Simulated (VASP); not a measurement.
**BN: single point with LDA**

The system is BN.

```
B N
1.0
     2.21463    0.00000    0.00000
    -1.10732    2.15498    0.00000
     0.00000    0.00000    6.01917
B N
2 2
Direct
  0.32215 0.64430 0.25000
  0.67785 0.35570 0.75000
  0.35563 0.71125 0.75000
  0.64437 0.28875 0.25000
```

This cell differs from its parent crystal: normal strain along x -0.1100, normal strain along z -0.0733.

| Item | Value |
| --- | --- |
| Program | VASP 6.6.1 |
| Task | single point |
| Functional | LDA |
| Potentials or basis | VASP PAW LDA potentials, release 64 (B, N) |
| Cutoff | 520 eV |
| k mesh | 12 × 12 × 4 |
| Occupations | gaussian, width 0.05 eV |
| Spin | no spin polarisation |
| Dipole correction | no |
| Further INCAR settings | ALGO = Normal; EDIFF = 1e-07; NBANDS = 16 |

| Property | Result |
| --- | --- |
| Pressure | 63.0 GPa |
| Largest force | 0.012 eV/Å |
| Band gap on the k mesh | 3.34 eV, indirect (least direct gap 4.46 eV) |

Forces in eV/Å, atoms in the order of the input:
```
B    0.000  0.012  0.000
B    0.000 -0.012  0.000
N    0.000  0.012  0.000
N    0.000 -0.012  0.000
```

Stress tensor (GPa, compression positive):
```
145.65   0.00   0.00
  0.00  39.68   0.00
  0.00   0.00   3.80
```

Levels at points of the mesh, in eV from the valence-band top:
| k point | band 5 | band 6 | band 7 | band 8 | band 9 | band 10 | band 11 | band 12 |
| --- | --- | --- | --- | --- | --- | --- | --- | --- |
| (0.00, 0.00, 0.00) | -2.55 | -2.46 | -0.08 | -0.02 | 5.24 | 11.15 | 11.73 | 11.94 |
| (0.50, 0.00, 0.00) | -5.48 | -5.36 | -1.96 | -0.29 | 4.17 | 6.51 | 10.18 | 10.34 |
| (0.00, 0.50, 0.00) | -2.91 | -2.83 | -2.73 | -1.47 | 3.38 | 5.22 | 11.34 | 12.55 |
| (0.00, 0.00, 0.50) | -2.50 | -2.50 | -0.05 | -0.05 | 8.42 | 8.42 | 11.67 | 11.67 |
| (0.50, 0.00, 0.50) | -5.42 | -5.42 | -1.09 | -1.09 | 4.94 | 4.94 | 10.47 | 10.47 |
| (0.00, 0.50, 0.50) | -2.78 | -2.78 | -2.06 | -2.06 | 3.73 | 3.73 | 13.67 | 13.67 |

Run time: 22 s on 1 thread of AMD EPYC 9R45 96-Core Processor (Zen 5), with other jobs on the host, peak memory 0.13 GiB.

Caveat: the cell differs from its parent crystal (normal strain along x -0.1100, normal strain along z -0.0733). A k mesh can miss the band edges.
